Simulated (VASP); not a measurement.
# LiNbO3 (R3c) in VASP: further runs, part 2 of 3

VASP 6.6.1. The steps go on from the part before.

## (3) Single point, PBE (10.72 Å³/atom)

File INCAR:

```
ALGO     = Normal         # electronic algorithm
EDIFF    = 1E-7           # SCF threshold, eV
ENCUT    = 520            # plane-wave cutoff, eV
GGA      = PE             # functional
ISIF     = 2              # what is computed and relaxed
ISMEAR   = 0              # smearing method
LASPH    = T              # aspherical terms in the spheres
LCHARG   = F              # write CHGCAR
LREAL    = F              # projectors in reciprocal space
LWAVE    = F              # write WAVECAR
NBANDS   = 45             # bands
NELM     = 80             # most SCF steps
PREC     = Accurate       # precision mode
SIGMA    = 0.05           # smearing width, eV
```

File KPOINTS:

```
k-points
0
Gamma
  6 6 6
```

File POSCAR:

```
LiNbO3
1.0
    2.5673232890      1.4822447920      4.6968323798
   -2.5673232890      1.4822447920      4.6968323798
    0.0000000000     -2.9644895840      4.6968323798
Li Nb O
2 2 6
Direct
    0.2815913687      0.2815913687      0.2815913687
    0.7815913687      0.7815913687      0.7815913687
    0.0004900497      0.0004900497      0.0004900497
    0.5004900497      0.5004900497      0.5004900497
    0.1104619503      0.3580262714      0.7211003599
    0.7211003599      0.1104619503      0.3580262714
    0.3580262714      0.7211003599      0.1104619503
    0.2211003599      0.8580262714      0.6104619503
    0.8580262714      0.6104619503      0.2211003599
    0.6104619503      0.2211003599      0.8580262714
```

Potentials or basis: VASP PAW PBE potentials, release 64 (Li_sv, Nb_sv, O).

Command:

```console
cat potpaw_PBE.64/Li_sv/POTCAR potpaw_PBE.64/Nb_sv/POTCAR potpaw_PBE.64/O/POTCAR > POTCAR
mpirun -np 1 vasp_std > vasp.out
```

OUTCAR:

```text
EDIFF = 1E-7
   ENCUT = 520
   GGA = PE
   ISIF = 2
   ISMEAR = 0
   LASPH = T
   LREAL = F
   NELM = 80
   PREC = Accurate

 ion  position               nearest neighbor table
   1  0.282  0.282  0.282-   8 2.07  10 2.07   9 2.07   5 2.26   7 2.26   6 2.26
   2  0.782  0.782  0.782-   7 2.07   6 2.07   5 2.07   9 2.26   8 2.26  10 2.26
   3  0.000  0.000  0.000-   5 1.87   6 1.87   7 1.87   9 2.15   8 2.15  10 2.15
   4  0.500  0.500  0.500-   9 1.87  10 1.87   8 1.87   5 2.15   7 2.15   6 2.15
   5  0.110  0.358  0.721-   3 1.87   2 2.07   4 2.15   1 2.26
   6  0.721  0.110  0.358-   3 1.87   2 2.07   4 2.15   1 2.26
   7  0.358  0.721  0.110-   3 1.87   2 2.07   4 2.15   1 2.26
   8  0.221  0.858  0.610-   4 1.87   1 2.07   3 2.15   2 2.26
   9  0.858  0.610  0.221-   4 1.87   1 2.07   3 2.15   2 2.26
  10  0.610  0.221  0.858-   4 1.87   1 2.07   3 2.15   2 2.26

  LATTYP: Found a trigonal (rhomboedric) cell.
 ALAT       =     5.5541365573
 COS(alpha) =     0.5726752868

  Lattice vectors:

 A1 = (   2.5673232890,   1.4822447920,   4.6968323798)
 A2 = (  -2.5673232890,   1.4822447920,   4.6968323798)
 A3 = (   0.0000000000,  -2.9644895840,   4.6968323798)

Analysis of symmetry for initial positions (statically):
=====================================================================
 Subroutine PRICEL returns:
 Original cell was already a primitive cell.

 Routine SETGRP: Setting up the symmetry group for a
 trigonal (rhombohedral) supercell.

 Subroutine GETGRP returns: Found  6 space group operations
 (whereof  3 operations were pure point group operations)
 out of a pool of 12 trial point group operations.

The static configuration has the point symmetry C_3 .
 The point group associated with its full space group is C_3v.

Analysis of symmetry for dynamics (positions and initial velocities):
=====================================================================
 Subroutine PRICEL returns:
 Original cell was already a primitive cell.

 Routine SETGRP: Setting up the symmetry group for a
 trigonal (rhombohedral) supercell.

 Subroutine GETGRP returns: Found  6 space group operations
 (whereof  3 operations were pure point group operations)
 out of a pool of 12 trial point group operations.

The dynamic configuration has the point symmetry C_3 .
 The point group associated with its full space group is C_3v.

 Subroutine INISYM returns: Found  6 space group operations
 (whereof  3 operations are pure point group operations),
 and found     1 'primitive' translations

----------------------------------------------------------------------------------------

                                     Primitive cell

  volume of cell :     107.2400

  direct lattice vectors                    reciprocal lattice vectors
     2.567323289  1.482244792  4.696832380     0.194755371  0.112442066  0.070969817
    -2.567323289  1.482244792  4.696832380    -0.194755371  0.112442066  0.070969817
     0.000000000 -2.964489584  4.696832380     0.000000000 -0.224884132  0.070969817

  length of vectors
     5.554136557  5.554136557  5.554136557     0.235816852  0.235816852  0.235816852

  position of ions in fractional coordinates (direct lattice)
     0.281591369  0.281591369  0.281591369
     0.781591369  0.781591369  0.781591369
     0.000490050  0.000490050  0.000490050
     0.500490050  0.500490050  0.500490050
     0.110461950  0.358026271  0.721100360
     0.721100360  0.110461950  0.358026271
     0.358026271  0.721100360  0.110461950
     0.221100360  0.858026271  0.610461950
[... 74 lines left out ...]
   ions per type =               2   2   6
   NGX,Y,Z   is equivalent  to a cutoff of  12.57, 12.57, 12.57 a.u.
   NGXF,Y,Z  is equivalent  to a cutoff of  25.14, 25.14, 25.14 a.u.
 SYSTEM =  unknown system
   PREC   = accura    normal or accurate (medium, high low for compatibility)
   ISTART =      0    job   : 0-new  1-cont  2-samecut
   ICHARG =      2    charge: 1-file 2-atom 10-const
   ISPIN  =      1    spin polarized calculation?
   LNONCOLLINEAR =      F non collinear calculations
   LSORBIT =      F    spin-orbit coupling
   LASPH  =      T    aspherical Exc in radial PAW
   ENCUT  =  520.0 eV  38.22 Ry    6.18 a.u.  10.33 10.33 10.33*2*pi/ulx,y,z
   NELM   =     80;   NELMIN=  2; NELMDL= -5     # of ELM steps
   EDIFF  = 0.1E-06   stopping-criterion for ELM
   LREAL  =      F    real-space projection
   EDIFFG = 0.1E-05   stopping-criterion for IOM
   NSW    =      0    number of steps for IOM
   IBRION =     -1    ionic relax: 0-MD 1-quasi-New 2-CG
   NFREE  =      0    steps in history (QN), initial steepest desc. (CG)
   ISIF   =      2    stress and relaxation
   ISYM   =      2    0-nonsym 1-usesym 2-fastsym
   POTIM  = 0.5000    time-step for ionic-motion
   TEBEG  =    0.0;   TEEND  =   0.0 temperature during run
   PSTRESS=    0.0 pullay stress
   NELECT =      68.0000    total number of electrons
   NUPDOWN=      -1.0000    fix difference up-down
   EMIN   =  10.00;   EMAX   =-10.00  energy-range for DOS
   EFERMI =   0.00;   METHOD = LEGACY
   ISMEAR =     0;   SIGMA  =   0.05  broadening in eV -4-tet -1-fermi 0-gaus
   EFERMI_NEDOS =   21; number of points for ismear=-14 and -15
   IALGO  =     38    algorithm
   IMIX   =      4    mixing-type and parameters
     AMIX     =   0.40;   BMIX     =  1.00
     AMIX_MAG =   1.60;   BMIX_MAG =  1.00
  volume/ion in A,a.u.               =      10.72        72.37
  Fermi-wavevector in a.u.,A,eV,Ry     =   1.406454  2.657813 26.913859  1.978113
  Thomas-Fermi vector in A             =   2.528813
   LORBIT       =      0    0 simple, 1 ext, 2 COOP (PROOUT), +10 PAW based schemes
   GGA     = PE    functional components
   LHFCALC =     F    Hartree Fock is set to
   AEXX    =    0.0000 exact exchange contribution
   IVDW    =     0    specifies the selected vdW correction
   LEPSILON=     F    determine dielectric tensor
   LRPA    =     F    only Hartree local field effects (RPA)
 non-spin polarized calculation
 Gauss-broadening in eV      SIGMA  =   0.05
  energy-cutoff  :      520.00
  volume of cell :      107.24
 maximum number of plane-waves:      2940
 NGX is ok and might be reduce to    42
   NGX = 21   NGY = 21   NGZ = 21

 number of electron      67.9999994 magnetization

 Free energy of the ion-electron system (eV)
  ---------------------------------------------------
  ext. energy  EPLUGINS =         0.00000000
  ---------------------------------------------------
  free energy    TOTEN  =       -80.01123689 eV

  energy without entropy =      -80.01123689  energy(sigma->0) =      -80.01123689

 E-fermi :   3.7497     XC(G=0): -10.7452

 val. band max:        3.4646601248   @ k =   0.1667   0.1667   0.1667
 cond. band min:       7.1071903276   @ k =   0.1667   0.1667   0.0000
 fundamental gap:      3.6425302028
 Fermi energy:         3.7497168738

 k-point     1 :       0.0000    0.0000    0.0000
  band No.  band energies     occupation
      1     -50.6875      2.00000
      2     -50.6731      2.00000
      3     -39.1647      2.00000
      4     -39.1623      2.00000
      5     -26.9994      2.00000
      6     -26.9994      2.00000
[... 1141 lines left out ...]
     44      12.9579      0.00000
     45      13.9712      0.00000

 [... further k-points ...]

------------------------ aborting loop because EDIFF is reached ----------------------------------------

  FORCE on cell =-STRESS in cart. coord.  units (eV):
  Direction    XX          YY          ZZ          XY          YZ          ZX
  --------------------------------------------------------------------------------------
  -------------------------------------------------------------------------------------
  Total        2.9691688      2.9691688      0.8239361      0.0000000      0.0000000      0.0000000
  in kB       44.3597070     44.3597070     12.3096959      0.0000000      0.0000000      0.0000000
  external PRESSURE =      33.6763700 kB  Pullay stress =       0.0000000 kB

 VOLUME and BASIS-vectors are now :
 -----------------------------------------------------------------------------
  energy-cutoff  :      520.00
  volume of cell :      107.24
      direct lattice vectors                 reciprocal lattice vectors
     2.567323289  1.482244792  4.696832380     0.194755371  0.112442066  0.070969817
    -2.567323289  1.482244792  4.696832380    -0.194755371  0.112442066  0.070969817
     0.000000000 -2.964489584  4.696832380     0.000000000 -0.224884132  0.070969817

 POSITION                                       TOTAL-FORCE (eV/Angst)
 -----------------------------------------------------------------------------------
      0.00000      0.00000      3.96776         0.000000      0.000000      0.025077
      0.00000      0.00000     11.01301         0.000000      0.000000      0.025077
      0.00000      0.00000      0.00691         0.000000      0.000000     -0.257239
      0.00000      0.00000      7.05215         0.000000     -0.000000     -0.257239
     -0.63558     -1.44328      5.58730        -0.179282      0.193673      0.077387
      1.56771      0.17121      5.58730        -0.078085     -0.252100      0.077387
     -0.93213      1.27207      5.58730         0.257367      0.058426      0.077387
     -1.63519     -0.21018      7.93571        -0.257367      0.058426      0.077387
      0.63558      1.52121      7.93571         0.179282      0.193673      0.077387
      0.99962     -1.31103      7.93571         0.078085     -0.252100      0.077387
 -----------------------------------------------------------------------------------
    total drift:                                0.000000     -0.000000     -0.000430

  FREE ENERGIE OF THE ION-ELECTRON SYSTEM (eV)
  ---------------------------------------------------
  free  energy   TOTEN  =       -80.0112368938 eV

  energy  without entropy=      -80.0112368938  energy(sigma->0) =      -80.01123689
```

Run time: 3.6 min. Hardware: 1 thread of Intel Xeon Platinum 8488C (Sapphire Rapids), shared host; peak memory 0.31 GiB.

Results:

| Quantity | Value |
| --- | --- |
| Free energy | -80.0112 eV |
| Largest force | 0.275 eV/Å |
| Band gap on the k mesh | 3.64 eV (least direct gap 3.65 eV) |

Forces on the atoms (eV/Å):
```
Li   0.000  0.000  0.025
Li   0.000  0.000  0.025
Nb   0.000  0.000 -0.257
Nb   0.000  0.000 -0.257
O   -0.179  0.194  0.077
O   -0.078 -0.252  0.077
O    0.257  0.058  0.077
O   -0.257  0.058  0.077
O    0.179  0.194  0.077
O    0.078 -0.252  0.077
```

Caveat: the cutoff is under 1.25 times the usual one of these potentials, so pressure, stress and relaxed cells hold a basis-set (Pulay) error. Expect the measured gap to be larger: semilocal functionals such as PBE lack the derivative discontinuity.

(Part 2 of 3 ends here.)
